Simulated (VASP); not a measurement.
Runs of VASP 6.6.1 on Sr. The structure is that of space group P6_3/mmc (No. 194), or close to it. The cells are those of the table. This isn't the form of Sr at room conditions, which is fcc.

```csv
cell,further INCAR settings,gap on the mesh (eV),pressure (GPa)
"a = 4.504, b = 4.504, c = 7.050 Å, angles 90.0, 90.0, 120.0°, 2 atoms",ALGO = Fast; EDIFF = 1e-06; NBANDS = 17,none,-1.5
"a = 4.375, b = 4.375, c = 7.050 Å, angles 90.0, 90.0, 120.0°, 2 atoms",ALGO = Fast; EDIFF = 1e-06; NBANDS = 17,none,(a)
"a = 4.536, b = 4.536, c = 7.050 Å, angles 90.0, 90.0, 120.0°, 2 atoms",ALGO = Fast; EDIFF = 1e-07; NBANDS = 17,none,(b)
"a = 4.181, b = 4.181, c = 7.050 Å, angles 90.0, 90.0, 120.0°, 2 atoms",ALGO = Fast; EDIFF = 1e-06; NBANDS = 17,none,-0.2
"a = 4.051, b = 4.051, c = 7.050 Å, angles 90.0, 90.0, 120.0°, 2 atoms",ALGO = Fast; EDIFF = 1e-06; NBANDS = 17,none,0.6
```

Alike in all rows: task single point; level PBEsol; potentials or basis VASP PAW PBE potentials, release 64 (Sr_sv); no spin polarisation; k mesh 12 × 12 × 8; cutoff (eV) 520; smearing gaussian 0.15 eV.

Fill in the values left out.

(a) -1.1; (b) -1.6.

Caveats: the PAW data sets were made with another functional, which shifts forces and pressure a little.

A k mesh can miss the band edges, and the runs leave out spin-orbit coupling on Sr.

A gap of «none» marks levels without a gap at the run's occupations.
